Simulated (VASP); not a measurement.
Crystal: MoS2.

```
Mo S
1.0
     3.20475    0.00000    0.00000
    -1.60238    2.77540    0.00000
     0.00000    0.00000   12.37372
Mo S
2 4
Direct
  0.33333 0.66667 0.25000
  0.66667 0.33333 0.75000
  0.66667 0.33333 0.37491
  0.66667 0.33333 0.12509
  0.33333 0.66667 0.87491
  0.33333 0.66667 0.62509
```

This cell differs from its parent crystal: epitaxial xy strain +1.0%.

Base run:

| Quantity | Value |
| --- | --- |
| Program | VASP 6.6.1 |
| Functional | r2SCAN |
| Potentials or basis | VASP PAW PBE potentials, release 64 (Mo_sv, S) |
| Cutoff | 520 eV |
| k mesh | 12 × 12 × 2 |
| Occupations | gaussian, width 0.01 eV |
| Spin | no spin polarisation |

Its results: band gap on the k mesh 0.88 eV, indirect (least direct gap 1.64 eV); pressure -0.7 GPa; largest force 0.051 eV/Å.

Task: The run is repeated on the same cell with these changes: functional from r2SCAN to PBE; occupations from gaussian, width 0.01 eV to fermi-dirac, width 0.02 eV. What comes out?

Result: Band gap on the k mesh 0.82 eV, indirect (least direct gap 1.53 eV); pressure 0.5 GPa; largest force 0.090 eV/Å.

Caveats: the PAW data sets were made with another functional, which shifts forces and pressure a little (some runs); this functional lacks dispersion, which binds the layers, so the pressure and a relaxed spacing across them are unreliable (some runs).

A k mesh can miss the band edges.
